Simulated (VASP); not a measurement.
# Nb2Te5 (P-3m1) in VASP: single point with PBE

Aim: the single point of Nb2Te5 with PBE.

Everything below comes from runs of VASP 6.6.1. Logs are shortened: lines on timing, memory, paths and dates and some standing lists are left out, and cuts for length are marked.

## 1. The cell of the first run

Symmetry: P-3m1, No. 164, trigonal system. Conventional cell: a = 3.595 Å, b = 3.595 Å, c = 18.337 Å, α = 90.00°, β = 90.00°, γ = 120.00°. Within 3.7 Å of Nb (site symmetry 3m) lie 6 Te at 2.81 Å and 6 Nb at 3.60 Å. Within 3.7 Å of Te (site symmetry 3m) lie 3 Nb at 2.81 Å and 6 Te at 3.60 Å. Within 3.7 Å of Te (site symmetry 3m) lie 3 Nb at 2.81 Å and 6 Te at 3.60 Å. Te (site symmetry -3m) has 12 Te at 3.60 to 3.88 Å within 4.7 Å.

## 2. Single point, PBE

File INCAR:

```
SYSTEM = Nb2Te5
ALGO = Normal ; EDIFF = 1E-6
ENCUT = 520 ; GGA = PE
ISIF = 2 ; ISMEAR = 0
LASPH = .True. ; LCHARG = .False.
LREAL = .False. ; LWAVE = .False.
NBANDS = 37 ; NELM = 80
PREC = Accurate ; SIGMA = 0.1
```

File KPOINTS:

```
k-points
0
Gamma
  12 12 2
  0 0 0
```

File POSCAR:

```
Nb2Te5
1.0
    3.5951454387      0.0000000000      0.0000000000
   -1.7975727193      3.1134872802      0.0000000000
    0.0000000000      0.0000000000     18.3373348306
Nb Te
2 5
Direct
    0.0000000000      0.0000000000      0.7179120237
    0.0000000000      0.0000000000      0.2820879763
    0.6666666667      0.3333333333      0.8209862092
    0.3333333333      0.6666666667      0.6148154485
    0.3333333333      0.6666666667      0.1790137908
    0.6666666667      0.3333333333      0.3851845515
    0.0000000000      0.0000000000      0.0000000000
```

Potentials or basis: VASP PAW PBE potentials, release 64 (Nb_sv, Te).

On the command line:

```sh
$ cat potpaw_PBE.64/Nb_sv/POTCAR potpaw_PBE.64/Te/POTCAR > POTCAR
$ mpirun -np 1 vasp_std > vasp.out
```

OUTCAR:

```text
SYSTEM = Nb2Te5
   EDIFF = 1E-6
   ENCUT = 520
   GGA = PE
   ISIF = 2
   ISMEAR = 0
   LASPH = .True.
   LREAL = .False.
   NELM = 80
   PREC = Accurate

 ion  position               nearest neighbor table
   1  0.000  0.000  0.718-   3 2.81   3 2.81   3 2.81   4 2.81   4 2.81   4 2.81
   2  0.000  0.000  0.282-   5 2.81   5 2.81   5 2.81   6 2.81   6 2.81   6 2.81
   3  0.667  0.333  0.821-   1 2.81   1 2.81   1 2.81
   4  0.333  0.667  0.615-   1 2.81   1 2.81   1 2.81
   5  0.333  0.667  0.179-   2 2.81   2 2.81   2 2.81
   6  0.667  0.333  0.385-   2 2.81   2 2.81   2 2.81
   7  0.000  0.000  0.000-

  LATTYP: Found a hexagonal cell.
 ALAT       =     3.5951454387
 C/A-ratio  =     5.1005821999

  Lattice vectors:

 A1 = (   3.5951454387,   0.0000000000,   0.0000000000)
 A2 = (  -1.7975727193,   3.1134872802,   0.0000000000)
 A3 = (   0.0000000000,   0.0000000000,  18.3373348306)

Analysis of symmetry for initial positions (statically):
=====================================================================
 Subroutine PRICEL returns:
 Original cell was already a primitive cell.

 Routine SETGRP: Setting up the symmetry group for a
 hexagonal supercell.

 Subroutine GETGRP returns: Found 12 space group operations
 (whereof 12 operations were pure point group operations)
 out of a pool of 24 trial point group operations.

The static configuration has the point symmetry D_3d.

Analysis of symmetry for dynamics (positions and initial velocities):
=====================================================================
 Subroutine PRICEL returns:
 Original cell was already a primitive cell.

 Routine SETGRP: Setting up the symmetry group for a
 hexagonal supercell.

 Subroutine GETGRP returns: Found 12 space group operations
 (whereof 12 operations were pure point group operations)
 out of a pool of 24 trial point group operations.

The dynamic configuration has the point symmetry D_3d.

 Subroutine INISYM returns: Found 12 space group operations
 (whereof 12 operations are pure point group operations),
 and found     1 'primitive' translations

----------------------------------------------------------------------------------------

                                     Primitive cell

  volume of cell :     205.2578

  direct lattice vectors                    reciprocal lattice vectors
     3.595145439  0.000000000  0.000000000     0.278152864  0.160591631  0.000000000
    -1.797572719  3.113487280  0.000000000     0.000000000  0.321183262  0.000000000
     0.000000000  0.000000000 18.337334831     0.000000000  0.000000000  0.054533552

  length of vectors
     3.595145439  3.595145439 18.337334831     0.321183262  0.321183262  0.054533552

  position of ions in fractional coordinates (direct lattice)
     0.000000000  0.000000000  0.717912024
     0.000000000  0.000000000  0.282087976
     0.666666667  0.333333333  0.820986209
     0.333333333  0.666666667  0.614815449
     0.333333333  0.666666667  0.179013791
     0.666666667  0.333333333  0.385184551
     0.000000000  0.000000000  0.000000000

  ion indices of the primitive-cell ions
   primitive index   ion index
                 1           1
                 2           2
                 3           3
                 4           4
                 5           5
                 6           6
                 7           7

----------------------------------------------------------------------------------------

 KPOINTS: k-points

Automatic generation of k-mesh.
 Grid dimensions read from file:
 generate k-points for:   12   12    2

 Generating k-lattice:

  Cartesian coordinates                     Fractional coordinates (reciprocal lattice)
     0.023179405  0.013382636  0.000000000     0.083333333  0.000000000  0.000000000
     0.000000000  0.026765272  0.000000000     0.000000000  0.083333333  0.000000000
     0.000000000  0.000000000  0.027266776     0.000000000  0.000000000  0.500000000

  Length of vectors
     0.026765272  0.026765272  0.027266776

  Shift w.r.t. Gamma in fractional coordinates (k-lattice)
     0.000000000  0.000000000  0.000000000

 Subroutine IBZKPT returns following result:
 ===========================================

 Found     38 irreducible k-points:

 Following reciprocal coordinates:
            Coordinates               Weight
  0.000000  0.000000  0.000000      1.000000
  0.083333 -0.000000  0.000000      6.000000
  0.166667 -0.000000  0.000000      6.000000
  0.250000 -0.000000  0.000000      6.000000
  0.333333 -0.000000  0.000000      6.000000
  0.416667  0.000000  0.000000      6.000000
[... 16 lines left out ...]
  0.250000 -0.000000  0.500000      6.000000
  0.333333 -0.000000  0.500000      6.000000
 [... further k-points ...]
   k-points           NKPTS =     38   k-points in BZ     NKDIM =     38   number of bands    NBANDS=     37
   number of dos      NEDOS =    301   number of ions     NIONS =      7
   total plane-waves  NPLWV = 109760
   dimension x,y,z NGX =    28 NGY =   28 NGZ =  140
   dimension x,y,z NGXF=    56 NGYF=   56 NGZF=  280
   ions per type =               2   5
   NGX,Y,Z   is equivalent  to a cutoff of  12.95, 12.95, 12.69 a.u.
   NGXF,Y,Z  is equivalent  to a cutoff of  25.90, 25.90, 25.38 a.u.
 SYSTEM =  Nb2Te5
   PREC   = accura    normal or accurate (medium, high low for compatibility)
   ISTART =      0    job   : 0-new  1-cont  2-samecut
   ICHARG =      2    charge: 1-file 2-atom 10-const
   ISPIN  =      1    spin polarized calculation?
   LNONCOLLINEAR =      F non collinear calculations
   LSORBIT =      F    spin-orbit coupling
   LASPH  =      T    aspherical Exc in radial PAW
   ENCUT  =  520.0 eV  38.22 Ry    6.18 a.u.   6.68  6.68 34.10*2*pi/ulx,y,z
   NELM   =     80;   NELMIN=  2; NELMDL= -5     # of ELM steps
   EDIFF  = 0.1E-05   stopping-criterion for ELM
   LREAL  =      F    real-space projection
   EDIFFG = 0.1E-04   stopping-criterion for IOM
   NSW    =      0    number of steps for IOM
   IBRION =     -1    ionic relax: 0-MD 1-quasi-New 2-CG
   NFREE  =      0    steps in history (QN), initial steepest desc. (CG)
   ISIF   =      2    stress and relaxation
   ISYM   =      2    0-nonsym 1-usesym 2-fastsym
   POTIM  = 0.5000    time-step for ionic-motion
   TEBEG  =    0.0;   TEEND  =   0.0 temperature during run
   PSTRESS=    0.0 pullay stress
   NELECT =      56.0000    total number of electrons
   NUPDOWN=      -1.0000    fix difference up-down
   EMIN   =  10.00;   EMAX   =-10.00  energy-range for DOS
   EFERMI =   0.00;   METHOD = LEGACY
   ISMEAR =     0;   SIGMA  =   0.10  broadening in eV -4-tet -1-fermi 0-gaus
   EFERMI_NEDOS =   21; number of points for ismear=-14 and -15
   IALGO  =     38    algorithm
   IMIX   =      4    mixing-type and parameters
     AMIX     =   0.40;   BMIX     =  1.00
     AMIX_MAG =   1.60;   BMIX_MAG =  1.00
  volume/ion in A,a.u.               =      29.32       197.88
  Fermi-wavevector in a.u.,A,eV,Ry     =   1.061787  2.006487 15.339107  1.127393
  Thomas-Fermi vector in A             =   2.197216
   LORBIT       =      0    0 simple, 1 ext, 2 COOP (PROOUT), +10 PAW based schemes
   GGA     = PE    functional components
   LHFCALC =     F    Hartree Fock is set to
   AEXX    =    0.0000 exact exchange contribution
   IVDW    =     0    specifies the selected vdW correction
   LEPSILON=     F    determine dielectric tensor
   LRPA    =     F    only Hartree local field effects (RPA)
 non-spin polarized calculation
 Gauss-broadening in eV      SIGMA  =   0.10
  energy-cutoff  :      520.00
  volume of cell :      205.26
 maximum number of plane-waves:      5565
 NGX is ok and might be reduce to    28
   NGX = 13   NGY = 13   NGZ = 69

 number of electron      56.0000004 magnetization

 Free energy of the ion-electron system (eV)
  ---------------------------------------------------
  ext. energy  EPLUGINS =         0.00000000
  ---------------------------------------------------
  free energy    TOTEN  =       -37.99243536 eV

  energy without entropy =      -37.96644142  energy(sigma->0) =      -37.97943839

 E-fermi :   6.7008     XC(G=0):  -9.6545

 val. band max:        6.7005381796   @ k =   0.3333   0.0833   0.5000
 cond. band min:       6.7236950029   @ k =   0.1667   0.0833   0.5000
 fundamental gap:      0.0231568233
 Fermi energy:         6.7007956813

 k-point     1 :       0.0000    0.0000    0.0000
  band No.  band energies     occupation
      1     -48.5763      2.00000
      2     -48.5763      2.00000
      3     -24.6154      2.00000
      4     -24.6154      2.00000
      5     -24.6037      2.00000
      6     -24.6037      2.00000
[... 29 lines left out ...]
     36      10.5484      0.00000
     37      10.5947      0.00000

 k-point     2 :       0.0833   -0.0000    0.0000
  band No.  band energies     occupation
      1     -48.5755      2.00000
      2     -48.5755      2.00000
      3     -24.6149      2.00000
      4     -24.6149      2.00000
      5     -24.6128      2.00000
      6     -24.6128      2.00000
[... 29 lines left out ...]
     36      10.0762      0.00000
     37      10.4208      0.00000

 k-point     3 :       0.1667   -0.0000    0.0000
  band No.  band energies     occupation
      1     -48.5731      2.00000
      2     -48.5731      2.00000
      3     -24.6452      2.00000
      4     -24.6452      2.00000
      5     -24.6133      2.00000
      6     -24.6133      2.00000
[... 29 lines left out ...]
     36       9.5975      0.00000
     37      10.2945      0.00000

 k-point     4 :       0.2500   -0.0000    0.0000
  band No.  band energies     occupation
      1     -48.5700      2.00000
      2     -48.5700      2.00000
      3     -24.6862      2.00000
      4     -24.6862      2.00000
      5     -24.6228      2.00000
      6     -24.6228      2.00000
[... 29 lines left out ...]
     36       9.7918      0.00000
     37      10.2047      0.00000
[... 683 lines left out ...]
      1     -48.5731      2.00000
      2     -48.5731      2.00000
      3     -24.6452      2.00000
      4     -24.6452      2.00000
      5     -24.6133      2.00000
      6     -24.6133      2.00000
[... 29 lines left out ...]
     36       9.5184      0.00000
     37      10.2583      0.00000

 k-point    23 :       0.2500   -0.0000    0.5000
  band No.  band energies     occupation
      1     -48.5700      2.00000
      2     -48.5700      2.00000
      3     -24.6862      2.00000
      4     -24.6862      2.00000
      5     -24.6228      2.00000
      6     -24.6228      2.00000
[... 29 lines left out ...]
     36       9.7405      0.00000
     37      10.1936      0.00000

 k-point    24 :       0.3333   -0.0000    0.5000
  band No.  band energies     occupation
      1     -48.5668      2.00000
      2     -48.5668      2.00000
      3     -24.7270      2.00000
      4     -24.7270      2.00000
      5     -24.6324      2.00000
      6     -24.6324      2.00000
[... 29 lines left out ...]
     36      10.1958      0.00000
     37      10.3100      0.00000

 [... further k-points ...]

------------------------ aborting loop because EDIFF is reached ----------------------------------------

  FORCE on cell =-STRESS in cart. coord.  units (eV):
  Direction    XX          YY          ZZ          XY          YZ          ZX
  --------------------------------------------------------------------------------------
  -------------------------------------------------------------------------------------
  Total       -0.1276005     -0.1276005     -0.1037063     -0.0000000      0.0000000     -0.0000000
  in kB       -0.9960087     -0.9960087     -0.8094981     -0.0000000      0.0000000     -0.0000000
  external PRESSURE =      -0.9338385 kB  Pullay stress =       0.0000000 kB

 VOLUME and BASIS-vectors are now :
 -----------------------------------------------------------------------------
  energy-cutoff  :      520.00
  volume of cell :      205.26
      direct lattice vectors                 reciprocal lattice vectors
     3.595145439  0.000000000  0.000000000     0.278152864  0.160591631  0.000000000
    -1.797572719  3.113487280  0.000000000     0.000000000  0.321183262  0.000000000
     0.000000000  0.000000000 18.337334831     0.000000000  0.000000000  0.054533552

 POSITION                                       TOTAL-FORCE (eV/Angst)
 -----------------------------------------------------------------------------------
      0.00000      0.00000     13.16459         0.000000      0.000000      0.003203
      0.00000      0.00000      5.17274         0.000000     -0.000000     -0.003203
      1.79757      1.03783     15.05470         0.000000     -0.000000     -0.007766
     -0.00000      2.07566     11.27408         0.000000      0.000000      0.006448
     -0.00000      2.07566      3.28264        -0.000000      0.000000      0.007766
      1.79757      1.03783      7.06326        -0.000000      0.000000     -0.006448
      0.00000      0.00000      0.00000         0.000000      0.000000     -0.000000
 -----------------------------------------------------------------------------------
    total drift:                               -0.000000      0.000000      0.000000

  FREE ENERGIE OF THE ION-ELECTRON SYSTEM (eV)
  ---------------------------------------------------
  free  energy   TOTEN  =       -37.9924353625 eV

  energy  without entropy=      -37.9664414220  energy(sigma->0) =      -37.97943839
```

It took 5.3 min on 1 thread of Intel Xeon Platinum 8488C (Sapphire Rapids), shared host; peak memory 0.46 GiB.

Results:

| Property | Result |
| --- | --- |
| Free energy | -37.9924 eV |
| Pressure | -0.1 GPa |
| Largest force | 0.008 eV/Å |
| Band gap on the k mesh | zero (bands 28 and 29 overlap by 0.91 eV) |

Forces in eV/Å, atoms in the order of the input:
```
Nb   0.000  0.000  0.003
Nb   0.000  0.000 -0.003
Te   0.000  0.000 -0.008
Te   0.000  0.000  0.006
Te   0.000  0.000  0.008
Te   0.000  0.000 -0.006
Te   0.000  0.000  0.000
```

Levels at points of the mesh, in eV from the Fermi level:
| k point | band 24 | band 25 | band 26 | band 27 | band 28 | band 29 | band 30 | band 31 | band 32 | band 33 |
| --- | --- | --- | --- | --- | --- | --- | --- | --- | --- | --- |
| (0.00, 0.00, 0.00) | 0.21 | 0.21 | 0.21 | 0.21 | 0.46 | 1.39 | 1.39 | 1.39 | 1.39 | 2.26 |
| (0.50, 0.00, 0.00) | -1.94 | -1.06 | -1.05 | -0.47 | -0.47 | -0.39 | 0.69 | 1.78 | 1.78 | 2.02 |
| (0.00, 0.00, 0.50) | 0.21 | 0.21 | 0.21 | 0.21 | 0.43 | 1.38 | 1.38 | 1.41 | 1.41 | 2.26 |
| (0.50, 0.00, 0.50) | -1.72 | -1.16 | -0.99 | -0.47 | -0.43 | -0.43 | 0.69 | 1.78 | 1.78 | 2.09 |

Caveat: spin-orbit coupling is left out, which moves the levels of the heavy elements; this functional lacks dispersion, which binds the layers, so the pressure and a relaxed spacing across them are unreliable.
